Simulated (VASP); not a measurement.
# Ti16C17O in VASP: single point with PBE+D3(BJ)

Aim: the single point of Ti16C17O with PBE+D3(BJ).

Everything below comes from runs of VASP 6.6.1. Logs are shortened: lines on timing, memory, paths and dates and some standing lists are left out, and cuts for length are marked.

### 1 The cell of the first run

The cell holds a slab with vacuum, 34 atoms: a = 6.069 Å, b = 6.069 Å, c = 26.587 Å, α = 90.00°, β = 90.00°, γ = 90.00°.

### 2 Single point, PBE+D3(BJ)

INCAR reads:

```
PREC = Accurate ; ENCUT = 520
EDIFF = 1E-7 ; ISMEAR = 0
SIGMA = 0.1 ; LREAL = Auto
LASPH = T ; NELM = 60
ALGO = Normal ; ISIF = 2
LWAVE = F ; LCHARG = F
LDIPOL = T ; IDIPOL = 3
DIPOL = 0.5 0.5 0.456 ; GGA = PE
IVDW = 12 ; NBANDS = 156
KPAR = 4
```

KPOINTS reads:

```
regular mesh
0
Gamma
  5 5 1
```

POSCAR reads:

```
Ti16C17O
1.0
    6.0686302234      0.0000000000      0.0000000000
    0.0000000000      6.0686302234      0.0000000000
    0.0000000000      0.0000000000     26.5867543752
Ti C O
16 17 1
Direct
    0.2500000000      0.2500000000      0.3197080727
    0.2500000000      0.7500000000      0.3197080727
    0.7500000000      0.2500000000      0.3197080727
    0.7500000000      0.7500000000      0.3197080727
    0.5000000000      0.5000000000      0.4004093407
    0.5000000000      0.0000000000      0.4004093407
    0.0000000000      0.5000000000      0.4004093407
    0.0000000000      0.0000000000      0.4004093407
    0.7501421678      0.7500000000      0.4803058857
    0.7500649799      0.2500000000      0.4803026869
    0.2498578322      0.7500000000      0.4803058857
    0.2499350201      0.2500000000      0.4803026869
    0.0000000000      0.0002552827      0.5594139255
    0.0000000000      0.4997447173      0.5594139255
    0.5000000000      0.0001482386      0.5591623002
    0.5000000000      0.4998517614      0.5591623002
    0.5000000000      0.5000000000      0.3197080727
    0.5000000000      0.0000000000      0.3197080727
    0.0000000000      0.5000000000      0.3197080727
    0.0000000000      0.0000000000      0.3197080727
    0.7500000000      0.7500000000      0.4004093407
    0.7500000000      0.2500000000      0.4004093407
    0.2500000000      0.7500000000      0.4004093407
    0.2500000000      0.2500000000      0.4004093407
    0.0000000000     -0.0001133218      0.4812035803
    0.0000000000      0.5001133218      0.4812035803
    0.5000000000     -0.0001296416      0.4811166524
    0.5000000000      0.5001296416      0.4811166524
    0.2505665088      0.2500000000      0.5635007877
    0.2499870923      0.7500000000      0.5639616296
    0.7494334912      0.2500000000      0.5635007877
    0.7500129077      0.7500000000      0.5639616296
    0.0000000000      0.2500000000      0.6873903469
    0.0000000000      0.2500000000      0.7300978961
```

Potentials or basis: VASP PAW PBE potentials, release 64 (Ti_sv, C, O).

Started as:

```bash
$ cat potpaw_PBE.64/Ti_sv/POTCAR potpaw_PBE.64/C/POTCAR potpaw_PBE.64/O/POTCAR > POTCAR
$ mpirun -np 4 vasp_std > vasp.out
```

OUTCAR:

```text
PREC = Accurate
   ENCUT = 520
   EDIFF = 1E-7
   ISMEAR = 0
   LREAL = Auto
   LASPH = T
   NELM = 60
   ISIF = 2
   GGA = PE
   IVDW = 12
 IVDW          = 12

 ion  position               nearest neighbor table
   1  0.250  0.250  0.320-  24 2.15  18 2.15  19 2.15  20 2.15  17 2.15
   2  0.250  0.750  0.320-  23 2.15  18 2.15  19 2.15  20 2.15  17 2.15
   3  0.750  0.250  0.320-  22 2.15  18 2.15  19 2.15  20 2.15  17 2.15
   4  0.750  0.750  0.320-  21 2.15  18 2.15  19 2.15  20 2.15  17 2.15
   5  0.500  0.500  0.400-  17 2.15  21 2.15  22 2.15  23 2.15  24 2.15  28 2.15
   6  0.500  0.000  0.400-  18 2.15  21 2.15  22 2.15  23 2.15  24 2.15  27 2.15
   7  0.000  0.500  0.400-  19 2.15  21 2.15  22 2.15  23 2.15  24 2.15  26 2.15
   8  0.000  0.000  0.400-  20 2.15  21 2.15  22 2.15  23 2.15  24 2.15  25 2.15
   9  0.750  0.750  0.480-  21 2.12  25 2.14  26 2.14  27 2.15  28 2.15  32 2.22
  10  0.750  0.250  0.480-  22 2.12  25 2.15  26 2.15  27 2.15  28 2.15  31 2.21
  11  0.250  0.750  0.480-  23 2.12  25 2.14  26 2.14  27 2.15  28 2.15  30 2.22
  12  0.250  0.250  0.480-  24 2.12  25 2.15  26 2.15  27 2.15  28 2.15  29 2.21
  13  0.000  0.000  0.559-  25 2.08  29 2.15  31 2.15  30 2.15  32 2.15
  14  0.000  0.500  0.559-  26 2.08  29 2.15  31 2.15  30 2.15  32 2.15
  15  0.500  0.000  0.559-  27 2.07  29 2.15  31 2.15  30 2.15  32 2.15
  16  0.500  0.500  0.559-  28 2.07  29 2.15  31 2.15  30 2.15  32 2.15
  17  0.500  0.500  0.320-   5 2.15   2 2.15   3 2.15   4 2.15   1 2.15
  18  0.500  0.000  0.320-   6 2.15   2 2.15   3 2.15   4 2.15   1 2.15
  19  0.000  0.500  0.320-   7 2.15   2 2.15   3 2.15   4 2.15   1 2.15
  20  0.000  0.000  0.320-   8 2.15   2 2.15   3 2.15   4 2.15   1 2.15
  21  0.750  0.750  0.400-   9 2.12   4 2.15   6 2.15   7 2.15   8 2.15   5 2.15
  22  0.750  0.250  0.400-  10 2.12   3 2.15   6 2.15   7 2.15   8 2.15   5 2.15
  23  0.250  0.750  0.400-  11 2.12   2 2.15   6 2.15   7 2.15   8 2.15   5 2.15
  24  0.250  0.250  0.400-  12 2.12   1 2.15   6 2.15   7 2.15   8 2.15   5 2.15
  25  0.000  1.000  0.481-  13 2.08  11 2.14   9 2.14  12 2.15  10 2.15   8 2.15
  26  0.000  0.500  0.481-  14 2.08  11 2.14   9 2.14  12 2.15  10 2.15   7 2.15
  27  0.500  1.000  0.481-  15 2.07   6 2.15  11 2.15   9 2.15  12 2.15  10 2.15
  28  0.500  0.500  0.481-  16 2.07   5 2.15  11 2.15   9 2.15  12 2.15  10 2.15
  29  0.251  0.250  0.564-  15 2.15  16 2.15  13 2.15  14 2.15  12 2.21
  30  0.250  0.750  0.564-  13 2.15  14 2.15  15 2.15  16 2.15  11 2.22
  31  0.749  0.250  0.564-  15 2.15  16 2.15  13 2.15  14 2.15  10 2.21
  32  0.750  0.750  0.564-  13 2.15  14 2.15  15 2.15  16 2.15   9 2.22
  33  0.000  0.250  0.687-  34 1.14
  34  0.000  0.250  0.730-  33 1.14

  LATTYP: Found a simple tetragonal cell.
 ALAT       =     6.0686302234
 C/A-ratio  =     4.3810140668

  Lattice vectors:

 A1 = (   6.0686302234,   0.0000000000,   0.0000000000)
 A2 = (   0.0000000000,   6.0686302234,   0.0000000000)
 A3 = (   0.0000000000,   0.0000000000,  26.5867543752)

Analysis of symmetry for initial positions (statically):
=====================================================================
 Subroutine PRICEL returns:
 Original cell was already a primitive cell.

 Routine SETGRP: Setting up the symmetry group for a
 simple tetragonal supercell.

 Subroutine GETGRP returns: Found  4 space group operations
 (whereof  2 operations were pure point group operations)
 out of a pool of 16 trial point group operations.

The static configuration has the point symmetry C_1h.
 The point group associated with its full space group is C_2v.

Analysis of symmetry for dynamics (positions and initial velocities):
=====================================================================
 Subroutine PRICEL returns:
 Original cell was already a primitive cell.

 Routine SETGRP: Setting up the symmetry group for a
 simple tetragonal supercell.

 Subroutine GETGRP returns: Found  4 space group operations
 (whereof  2 operations were pure point group operations)
 out of a pool of 16 trial point group operations.

The dynamic configuration has the point symmetry C_1h.
 The point group associated with its full space group is C_2v.

 Subroutine INISYM returns: Found  4 space group operations
 (whereof  2 operations are pure point group operations),
 and found     1 'primitive' translations

----------------------------------------------------------------------------------------

                                     Primitive cell

  volume of cell :     979.1442

  direct lattice vectors                    reciprocal lattice vectors
     6.068630223  0.000000000  0.000000000     0.164781831  0.000000000  0.000000000
[... 99 lines left out ...]

 Subroutine IBZKPT returns following result:
 ===========================================

 Found      9 irreducible k-points:

 Following reciprocal coordinates:
            Coordinates               Weight
  0.000000  0.000000  0.000000      1.000000
  0.200000  0.000000  0.000000      2.000000
  0.000000  0.200000  0.000000      2.000000
  0.400000  0.000000  0.000000      2.000000
  0.000000  0.400000  0.000000      2.000000
  0.200000  0.200000  0.000000      4.000000
  0.400000  0.200000  0.000000      4.000000
 -0.200000  0.400000  0.000000      4.000000
  0.400000  0.400000  0.000000      4.000000
   k-points           NKPTS =      9   k-points in BZ     NKDIM =      9   number of bands    NBANDS=    156
   number of dos      NEDOS =    301   number of ions     NIONS =     34
   total plane-waves  NPLWV = 460800
   dimension x,y,z NGX =    48 NGY =   48 NGZ =  200
   dimension x,y,z NGXF=    96 NGYF=   96 NGZF=  400
   ions per type =              16  17   1
   NGX,Y,Z   is equivalent  to a cutoff of  13.15, 13.15, 12.51 a.u.
   NGXF,Y,Z  is equivalent  to a cutoff of  26.30, 26.30, 25.01 a.u.
 SYSTEM =  unknown system
   PREC   = accura    normal or accurate (medium, high low for compatibility)
   ISTART =      0    job   : 0-new  1-cont  2-samecut
   ICHARG =      2    charge: 1-file 2-atom 10-const
   ISPIN  =      1    spin polarized calculation?
   LNONCOLLINEAR =      F non collinear calculations
   LSORBIT =      F    spin-orbit coupling
   LASPH  =      T    aspherical Exc in radial PAW
   ENCUT  =  520.0 eV  38.22 Ry    6.18 a.u.  11.28 11.28 49.43*2*pi/ulx,y,z
   NELM   =     60;   NELMIN=  2; NELMDL= -5     # of ELM steps
   EDIFF  = 0.1E-06   stopping-criterion for ELM
   LREAL  =      T    real-space projection
   EDIFFG = 0.1E-05   stopping-criterion for IOM
   NSW    =      0    number of steps for IOM
   IBRION =     -1    ionic relax: 0-MD 1-quasi-New 2-CG
   NFREE  =      0    steps in history (QN), initial steepest desc. (CG)
   ISIF   =      2    stress and relaxation
   ISYM   =      2    0-nonsym 1-usesym 2-fastsym
   POTIM  = 0.5000    time-step for ionic-motion
   TEBEG  =    0.0;   TEEND  =   0.0 temperature during run
   PSTRESS=    0.0 pullay stress
   NELECT =     266.0000    total number of electrons
   NUPDOWN=      -1.0000    fix difference up-down
   EMIN   =  10.00;   EMAX   =-10.00  energy-range for DOS
   EFERMI =   0.00;   METHOD = LEGACY
   ISMEAR =     0;   SIGMA  =   0.10  broadening in eV -4-tet -1-fermi 0-gaus
   EFERMI_NEDOS =   21; number of points for ismear=-14 and -15
   IALGO  =     38    algorithm
   IMIX   =      4    mixing-type and parameters
     AMIX     =   0.40;   BMIX     =  1.00
     AMIX_MAG =   1.60;   BMIX_MAG =  1.00
  volume/ion in A,a.u.               =      28.80       194.34
  Fermi-wavevector in a.u.,A,eV,Ry     =   1.060278  2.003635 15.295531  1.124190
  Thomas-Fermi vector in A             =   2.195653
   LORBIT       =      0    0 simple, 1 ext, 2 COOP (PROOUT), +10 PAW based schemes
   GGA     = PE    functional components
   LHFCALC =     F    Hartree Fock is set to
   AEXX    =    0.0000 exact exchange contribution
   IVDW    =    12    specifies the selected vdW correction
   LEPSILON=     F    determine dielectric tensor
   LRPA    =     F    only Hartree local field effects (RPA)
 non-spin polarized calculation
 Gauss-broadening in eV      SIGMA  =   0.10
  energy-cutoff  :      520.00
  volume of cell :      979.14
 maximum number of plane-waves:     26401
 NGX is ok and might be reduce to    48
   NGX = 23   NGY = 23   NGZ = 99

 dipolmoment           0.000000      0.000000     -0.005506 electrons x Angstroem

 number of electron     266.0000009 magnetization

 dipolmoment           0.000000      0.000000      0.045162 electrons x Angstroem

 Free energy of the ion-electron system (eV)
  ---------------------------------------------------
  ext. energy  EPLUGINS =         0.00000000
  ---------------------------------------------------
  free energy    TOTEN  =      -306.31226778 eV

  energy without entropy =     -306.28411211  energy(sigma->0) =     -306.29818995

 E-fermi :   0.5300     XC(G=0):  -5.1862

 val. band max:        0.5052477335   @ k =   0.4000   0.4000   0.0000
 cond. band min:       0.5309474170   @ k =   0.2000   0.0000   0.0000
 fundamental gap:      0.0256996834
 Fermi energy:         0.5300155144

 k-point     1 :       0.0000    0.0000    0.0000
  band No.  band energies     occupation
      1     -56.0284      2.00000
      2     -55.9927      2.00000
      3     -55.9927      2.00000
      4     -55.9672      2.00000
      5     -55.9662      2.00000
      6     -55.9146      2.00000
[... 1321 lines left out ...]
    144       2.4852      0.00000
    145       2.5502      0.00000
 [bands above 145 left out]

------------------------ aborting loop because EDIFF is reached ----------------------------------------

 vacuum level on the upper side and lower side of the slab       (xc-potential included)         0.064        -0.140

 Edisp (eV)  -11.04438

 E8    (eV) :    -4.8855

  FORCE on cell =-STRESS in cart. coord.  units (eV):
  Direction    XX          YY          ZZ          XY          YZ          ZX
  --------------------------------------------------------------------------------------
  -------------------------------------------------------------------------------------
  Total     -13.77087   -14.05951    -1.36700     0.00000     0.00000     0.00000
  in kB     -22.53333   -23.00562    -2.23683     0.00000     0.00000     0.00000
  external pressure =      -15.93 kB  Pullay stress =        0.00 kB

 VOLUME and BASIS-vectors are now :
 -----------------------------------------------------------------------------
  energy-cutoff  :      520.00
  volume of cell :      979.14
      direct lattice vectors                 reciprocal lattice vectors
     6.068630223  0.000000000  0.000000000     0.164781831  0.000000000  0.000000000
     0.000000000  6.068630223  0.000000000     0.000000000  0.164781831  0.000000000
     0.000000000  0.000000000 26.586754375     0.000000000  0.000000000  0.037612714

 POSITION                                       TOTAL-FORCE (eV/Angst)
 -----------------------------------------------------------------------------------
      1.51716      1.51716      8.50000         0.001627     -0.000000      1.401656
      1.51716      4.55147      8.50000         0.000738     -0.000000      1.404829
      4.55147      1.51716      8.50000        -0.001627     -0.000000      1.401656
      4.55147      4.55147      8.50000        -0.000738     -0.000000      1.404829
      3.03432      3.03432     10.64558        -0.000000     -0.001228      0.184207
      3.03432      0.00000     10.64558        -0.000000      0.001228      0.184207
[... 26 lines left out ...]
      0.00000      1.51716     18.27548        -0.000000     -0.000000     -0.943173
      0.00000      1.51716     19.41093        -0.000000     -0.000000      0.951628
 -----------------------------------------------------------------------------------
    total drift:                                0.000000     -0.000000      0.047076

  FREE ENERGIE OF THE ION-ELECTRON SYSTEM (eV)
  ---------------------------------------------------
  free  energy   TOTEN  =      -317.3566495933 eV

  energy  without entropy=     -317.3284939210  energy(sigma->0) =     -317.34257176

 vacuum level on the upper side and lower side of the slab         4.728         4.525
```

It took 28 min on 4 MPI ranks of AMD EPYC 7R13 (Zen 3), shared host; peak memory 1.5 GiB.

What came out:

```yaml
Free_energy: -317.3566 eV
Largest_force: 1.405 eV/Å
Band_gap_on_the_k_mesh: zero (bands 133 and 134 overlap by 0.45 eV)
Dispersion_energy_per_atom: -0.325 eV
```

Forces in eV/Å, atoms in the order of the input:
```
Ti   0.002  0.000  1.402
Ti   0.001  0.000  1.405
Ti  -0.002  0.000  1.402
Ti  -0.001  0.000  1.405
Ti   0.000 -0.001  0.184
Ti   0.000  0.001  0.184
Ti   0.000 -0.002  0.187
Ti   0.000  0.002  0.187
Ti   0.007  0.000 -0.010
Ti   0.003  0.000 -0.010
Ti  -0.007  0.000 -0.010
Ti  -0.003  0.000 -0.010
Ti   0.000 -0.004  0.004
Ti   0.000  0.004  0.004
Ti   0.000  0.007  0.006
Ti   0.000 -0.007  0.006
C    0.000  0.000 -1.125
C    0.000  0.000 -1.125
C    0.000  0.000 -1.121
C    0.000  0.000 -1.121
C    0.001  0.000 -0.466
C    0.002  0.000 -0.477
C   -0.001  0.000 -0.466
C   -0.002  0.000 -0.477
C    0.000 -0.002 -0.005
C    0.000  0.002 -0.005
C    0.000 -0.001 -0.006
C    0.000  0.001 -0.006
C   -0.003  0.000  0.013
C    0.000  0.000  0.014
C    0.003  0.000  0.013
C    0.000  0.000  0.014
C    0.000  0.000 -0.943
O    0.000  0.000  0.952
```

Levels at points of the mesh, in eV from the Fermi level:
```csv
k point,band 129,band 130,band 131,band 132,band 133,band 134,band 135,band 136,band 137,band 138
"(0.00, 0.00, 0.00)",-0.20,-0.14,-0.14,-0.04,0.01,0.13,0.42,0.42,0.58,1.34
```
